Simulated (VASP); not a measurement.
BaTe: single point with PBEsol

Crystal: BaTe.

```
Ba Te
1.0
     3.54080    3.54080    0.00000
    -3.54080    3.54080    0.00000
     0.00000    3.54080    3.42972
Ba Te
1 1
Direct
  0.00000 0.00000 0.00000
  0.50000 0.50000 0.00000
```

This cell differs from its parent crystal: in-plane strain +0.02.

| Property | Result |
| --- | --- |
| Program | VASP 6.6.1 |
| Task | single point |
| Functional | PBEsol |
| Potentials or basis | VASP PAW PBE potentials, release 64 (Ba_sv, Te) |
| Cutoff | 520 eV |
| k mesh | 6 × 6 × 6 |
| Occupations | gaussian, width 0.01 eV |
| Spin | no spin polarisation |

| Quantity | Value |
| --- | --- |
| Pressure | -0.4 GPa |
| Band gap on the k mesh | 1.37 eV, indirect (least direct gap 1.77 eV) |

Stress tensor (GPa, compression positive):
```
-1.13  0.00  0.00
 0.00 -1.13  0.00
 0.00  0.00  1.05
```

Levels at points of the mesh, in eV from the valence-band top:
```csv
k point,band 5,band 6,band 7,band 8,band 9,band 10,band 11,band 12
"(0.00, 0.00, 0.00)",-9.64,-0.09,-0.09,0.00,2.63,2.74,2.74,2.94
"(0.50, 0.00, 0.00)",-8.88,-2.34,-1.21,-1.20,4.01,4.63,4.76,4.83
"(0.50, 0.50, 0.00)",-9.43,-1.26,-0.45,-0.39,1.38,4.23,4.58,5.47
"(0.00, 0.00, 0.50)",-9.42,-1.12,-0.50,-0.50,1.37,4.40,4.45,5.56
```

Run time: 41 s on 1 thread of Intel(R) Xeon(R) Platinum 8259CL CPU @ 2.50GHz (Skylake/Cascade Lake) (shared host), peak memory 0.26 GiB.

Caveat: the cell differs from its parent crystal (in-plane strain +0.02); the PAW data sets were made with another functional, which shifts forces and pressure a little; spin-orbit coupling is left out, which moves the levels of the heavy elements. A k mesh can miss the band edges.
